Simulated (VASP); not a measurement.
C:

```
CELL_PARAMETERS angstrom
0.00000 1.79518 1.79518
1.79518 0.00000 1.79518
1.79518 1.79518 0.00000
ATOMIC_POSITIONS crystal
C 0.75000 0.75000 0.75000
C 0.50000 0.50000 0.50000
```

Program: VASP 6.6.1. Alike in all runs: task single point; potentials or basis VASP PAW PBE potentials, release 64 (C); no spin polarisation; cell as given; cutoff (eV) 520; smearing fermi-dirac 0.05 eV.

**Question.** Order these runs on this cell by their band gap on the k mesh, lowest first.
A. level r2SCAN50; k mesh 7 × 7 × 7; share of exact exchange 0.5
B. level HSE06; k mesh 8 × 8 × 8; share of exact exchange 0.25; screening parameter 0.2079 1/Å
C. level PBEsol-based global hybrid with 25 % exact exchange; k mesh 7 × 7 × 7; share of exact exchange 0.25
D. level BHLYP; k mesh 7 × 7 × 7; share of exact exchange 0.5

**Answer.** B (5.23 eV), C (6.03 eV), A (8.06 eV), D (8.51 eV).

Caveats: some runs use coarse meshes; an odd mesh through Γ misses points on the zone boundary, where band edges can lie (at least some runs); the cell stands under tension (at least some runs).

A k mesh can miss the band edges, odd and even meshes differently.
